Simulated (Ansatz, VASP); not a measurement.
## Two plane-wave programs on PbO

```xyz
2
Lattice="1.8587 1.0731 3.0321 -1.8587 1.0731 3.0321 0.0000 -2.1462 3.0321" Properties=species:S:1:pos:R:3 pbc="T T T"
Pb    0.0000    0.0000    0.0000
O     0.0000    0.0000    4.5481
```

Alike in both runs: functional PBE; k mesh 6 × 6 × 6; occupations gaussian, width 0.1 eV; no spin polarisation.

Ansatz relaxed the structure, and its values are those at the end. VASP's run is a single point on that final structure, the one shown.

```csv
,VASP,Ansatz
version,VASP 6.6.1,Ansatz 0.2.0
potentials or method,"VASP PAW PBE potentials, release 64 (Pb_d, O), cutoff 520 eV","scalar-relativistic, plane waves, PAW"
valence electrons in the cell,20,20
```

VASP gave:

- gap on the k mesh at the Fermi level (eV): 0.46
- least direct gap on the mesh (eV): 0.46
- pressure (GPa): 0.2

Problem. What did Ansatz give for the same quantities?

Solution. gap on the k mesh at the Fermi level (eV): 0.46; least direct gap on the mesh (eV): 0.46; pressure (GPa): 0.3.

The functional is the same, so the differences come from potentials, cutoffs and numerics.

Spin-orbit coupling is off throughout.
